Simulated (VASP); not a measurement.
A run of VASP 6.6.1:

INCAR

```
PREC = Accurate ; ENCUT = 520
EDIFF = 1E-6 ; ISMEAR = 0
SIGMA = 0.01 ; LREAL = F
LASPH = T ; NELM = 60
ALGO = Normal ; ISIF = 2
LWAVE = F ; LCHARG = F
GGA = PS ; NBANDS = 35
```

The input KPOINTS:

```
Automatic mesh
0
Gamma
  4 4 6
```

The input POSCAR:

```
SnO2
1.0
    4.8819102722      0.0000000000      0.0000000000
    0.0000000000      4.9620294086      0.0000000000
    0.0000000000      0.0000000000      3.3044611570
Sn O
2 4
Direct
    0.5000000000      0.5000000000      0.5000000000
    0.0000000000      0.0000000000      0.0000000000
    0.2918550000      0.3210420000      0.0000000000
    0.7918550000      0.1789580000      0.5000000000
    0.2081450000      0.8210420000      0.5000000000
    0.7081450000      0.6789580000      0.0000000000
```

Potentials or basis: VASP PAW PBE potentials, release 64 (Sn_d, O).

Run with:

```bash
$ cat potpaw_PBE.64/Sn_d/POTCAR potpaw_PBE.64/O/POTCAR > POTCAR
$ mpirun -np 1 vasp_std > vasp.out
```

Hardware: 1 thread of Intel(R) Xeon(R) Platinum 8124M CPU @ 3.00GHz (Skylake/Cascade Lake) (shared host).

Question: Estimate the wall time of this run.

Answer: Wall time 83 s on 1 thread of Intel(R) Xeon(R) Platinum 8124M CPU @ 3.00GHz (Skylake/Cascade Lake) (shared host), peak memory 0.23 GiB. Counts: scf iterations 14, k points 36.
